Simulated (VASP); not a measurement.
Input of a VASP 6.6.1 run:

POSCAR

```
PbS
1.0
    1.9641500000      1.1340025312      3.3128333333
   -1.9641500000      1.1340025312      3.3128333333
    0.0000000000     -2.2680050625      3.3128333333
Pb S
1 1
Direct
    0.9781509158      0.9781509158      0.9781509158
    0.4774504142      0.4774504142      0.4774504142
```

File INCAR.step1:

```
ALGO = Normal
EDIFF = 1E-4
ENCUT = 520
GGA = PE
ISMEAR = 0
LASPH = True
LCHARG = False
LREAL = False
LWAVE = True
NBANDS = 17
NELM = 80
PREC = Accurate
SIGMA = 0.05
```

File INCAR.step2:

```
ALGO = Normal
EDIFF = 1E-6
ENCUT = 520
ISIF = 2
ISMEAR = 0
ISTART = 1
LASPH = True
LCHARG = False
LMIXTAU = True
LREAL = False
LWAVE = False
METAGGA = R2SCAN
NBANDS = 17
NELM = 80
PREC = Accurate
SIGMA = 0.05
```

Contents of KPOINTS:

```
k-points
0
Gamma
  9 9 9
```

Potentials or basis: VASP PAW PBE potentials, release 64 (Pb_d, S).

Launch:

```bash
$ cat potpaw_PBE.64/Pb_d/POTCAR potpaw_PBE.64/S/POTCAR > POTCAR
$ cp INCAR.step1 INCAR
$ mpirun -np 1 vasp_std > vasp.out
$ cp INCAR.step2 INCAR
$ mpirun -np 1 vasp_std > vasp.out
```

(1) Estimate the pressure.

(2) What does it give for the largest force?

Answers

(1) 15.8 GPa.

(2) 0.017 eV/Å.

Caveat: the PAW data sets were made with another functional, which shifts forces and pressure a little.
